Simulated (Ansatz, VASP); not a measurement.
**One calculation of Sb, two programs**

```
CELL_PARAMETERS angstrom
0.00000 3.21951 3.21951
3.21951 0.00000 3.21951
3.21951 3.21951 0.00000
ATOMIC_POSITIONS crystal
Sb 0.00000 0.00000 0.00000
Sb 0.25000 0.25000 0.25000
```

Alike in both runs: task relaxation of cell and atoms; functional PBE; k mesh 10 × 10 × 10; occupations fermi-dirac, width 0.05 eV; no spin polarisation.

|  | VASP | Ansatz |
| --- | --- | --- |
| version | VASP 6.6.1 | Ansatz 0.2.0 |
| potentials or method | VASP PAW PBE potentials, release 64 (Sb) | PAW with Ansatz's default frozen-core files, scalar-relativistic |
| plane-wave cutoff (eV) | 600 | 420 |
| valence electrons in the cell | 10 | 30 |

VASP gave:

```
relaxed volume (Å³/atom)                                        : 42.70
relaxed length of the cell vector where the two differ most in proportion (Å) : 4.943
```

Problem. What did Ansatz give for the same quantities?

Solution. Relaxed volume (Å³/atom): 42.67; relaxed length of the cell vector where the two differ most in proportion (Å): 4.942.

VASP's potentials hold 10 valence electrons a cell and Ansatz's 30, so a difference there can come from the potentials and not from the codes.

Spin-orbit coupling is off throughout. Noted on VASP's run: the volume moved by over 15 % at a fixed basis, so the end points are rough.
